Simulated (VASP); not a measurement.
A run of VASP 6.6.1:

The input INCAR:

```
SYSTEM = LiC2
ALGO = Normal ; EDIFF = 1E-6
ENCUT = 520 ; GGA = PE
ISIF = 2 ; ISMEAR = 0
LASPH = .TRUE. ; LCHARG = .TRUE.
LELF = .TRUE. ; LREAL = .FALSE.
LVHAR = .TRUE. ; LWAVE = .FALSE.
NBANDS = 20 ; NELM = 80
PREC = Accurate ; SIGMA = 0.2
```

KPOINTS

```
k-points
0
G
  6 6 4
  0 0 0
```

Contents of POSCAR:

```
LiC2
1.0
    0.0150230815     -0.0032352430      3.5226094348
    3.6685932681     -0.0016992697      0.0150586241
   -0.0038753003      6.1400654613     -0.0064374428
Li C
2 4
Direct
    1.2500337767      0.9999594772      0.0221506767
    0.7490848708      0.5000905493      0.5219740800
    0.9300514320      0.5008468523      0.1556259156
    0.4308930292      1.0009422004      0.6556182113
    0.5695503858      0.4990503410      0.1556311564
    0.0703865054      0.9991105798      0.6556666268
```

Potentials or basis: VASP PAW PBE potentials, release 64 (Li_sv, C).

The run is started by

```sh
$ cat potpaw_PBE.64/Li_sv/POTCAR potpaw_PBE.64/C/POTCAR > POTCAR
$ mpirun -np 1 vasp_std > vasp.out
```

Hardware: 1 thread of Intel(R) Xeon(R) Platinum 8259CL CPU @ 2.50GHz (Skylake/Cascade Lake) (shared host).

Q: How long does it take, and how much memory?

A: Wall time 85 s on 1 thread of Intel(R) Xeon(R) Platinum 8259CL CPU @ 2.50GHz (Skylake/Cascade Lake), on a shared host, peak memory 0.23 GiB. Counts: scf iterations 14, k points 76.
